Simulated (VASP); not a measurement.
Runs of VASP 6.6.1 on WC. The structure is that of space group P-6m2 (No. 187), or close to it. The cells are those of the table. 

```tsv
level	cell	k mesh	smearing	gap on the mesh (eV)	pressure (GPa)
r2SCAN	a = 2.984, b = 2.984, c = 2.890 Å, angles 90.0, 90.0, 120.0°, 2 atoms	14 × 14 × 12	gaussian 0.05 eV	none	(b)
r2SCAN	a = 2.912, b = 2.912, c = 2.837 Å, angles 90.0, 90.0, 120.0°, 2 atoms	14 × 14 × 12	gaussian 0.05 eV	none	1.9
r2SCAN	a = 2.923, b = 2.923, c = 2.845 Å, angles 90.0, 90.0, 120.0°, 2 atoms	14 × 14 × 12	gaussian 0.05 eV	none	-2.2
r2SCAN	a = 2.954, b = 2.954, c = 2.868 Å, angles 90.0, 90.0, 120.0°, 2 atoms	14 × 14 × 12	gaussian 0.05 eV	none	(a)
r2SCAN	a = 2.912, b = 2.912, c = 2.837 Å, angles 90.0, 90.0, 120.0°, 2 atoms	14 × 14 × 12	tetrahedron	none	1.9
PBE	a = 2.924, b = 2.924, c = 2.843 Å, angles 90.0, 90.0, 120.0°, 2 atoms	8 × 8 × 8	gaussian 0.05 eV	none	1.1
r2SCAN	a = 2.894, b = 2.894, c = 2.824 Å, angles 90.0, 90.0, 120.0°, 2 atoms	14 × 14 × 12	gaussian 0.05 eV	none	9.1
```

Alike in all rows: task single point; potentials or basis VASP PAW PBE potentials, release 64 (W_sv, C); no spin polarisation; cutoff (eV) 520.

Estimate the missing entries.

(a) -12.9; (b) -22.1.

Caveats: spin-orbit coupling is left out, which moves the levels of the heavy elements; the PAW data sets were made with another functional, which shifts forces and pressure a little (some runs); tetrahedron occupations give inexact forces and stress in metals (some runs).

A k mesh can miss the band edges, and the runs leave out spin-orbit coupling on W.

A gap of «none» marks levels without a gap at the run's occupations.
